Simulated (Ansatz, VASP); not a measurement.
## LiCl: VASP beside Ansatz

The input POSCAR:

```
LiCl
1.0
    0.0000000000      2.5560369945      2.5560369945
    2.5560369945      0.0000000000      2.5560369945
    2.5560369945      2.5560369945      0.0000000000
Li Cl
1 1
Direct
    0.0000000000      0.0000000000      0.0000000000
    0.5000000000      0.5000000000      0.5000000000
```

INCAR.step1

```
PREC = Accurate
ENCUT = 520
EDIFF = 1E-5
ISMEAR = 0
SIGMA = 0.01
LREAL = False
LASPH = True
NELM = 60
ALGO = Normal
ISIF = 2
LWAVE = True
NBANDS = 12
GGA = PE
```

Contents of INCAR.step2:

```
PREC = Accurate
ENCUT = 520
EDIFF = 1E-7
ISMEAR = 0
SIGMA = 0.01
LREAL = False
LASPH = True
NELM = 60
ALGO = Normal
ISIF = 2
LWAVE = False
LCHARG = True
GGA = PE
LHFCALC = True
HFSCREEN = 0.2079
PRECFOCK = Normal
IVDW = 12
VDW_S6 = 1.0
VDW_S8 = 2.31
VDW_A1 = 0.383
VDW_A2 = 5.685
LELF = True
LVHAR = True
NBANDS = 12
ISTART = 1
```

The input KPOINTS:

```
regular mesh
0
Gamma
  4 4 4
```

Input for Ansatz:

```yaml
crystal:
  lattice:
    - [0.0, 2.5560369945, 2.5560369945]
    - [2.5560369945, 0.0, 2.5560369945]
    - [2.5560369945, 2.5560369945, 0.0]
  atoms:
    - { symbol: Li, position: [0.0, 0.0, 0.0] }
    - { symbol: Cl, position: [0.5, 0.5, 0.5] }
kpoints:
  mp_grid: { grid: [4, 4, 4] }
hamiltonian:
  xc: hse06
  dispersion: d3bj
scf:
  occupations: { method: fixed }
  n_extra_bands: 4
output:
  forces: true
  stress: true
  eigenvalues: true
```

Alike in both runs: task single point; functional HSE06; dispersion D3(BJ); k mesh 4 × 4 × 4; no spin polarisation.

```csv
,VASP,Ansatz
version,VASP 6.6.1,Ansatz 0.2.0
potentials or method,"VASP PAW PBE potentials, release 64 (Li_sv, Cl)",plane waves
plane-wave cutoff (eV),520,420
occupations,"gaussian, width 0.01 eV",fixed
valence electrons in the cell,10,10
```

VASP gave:

* gap on the k mesh at the Fermi level (eV): 7.80

Task: Which values does Ansatz return?

Result: gap on the k mesh at the Fermi level (eV): 7.79.

Ansatz's warnings: stress exchange threshold loose, stress scf threshold loose.

The k mesh is coarse, so the values compare programs but aren't converged. Noted on VASP's run: the cutoff is short for stress, so the pressure is rough.
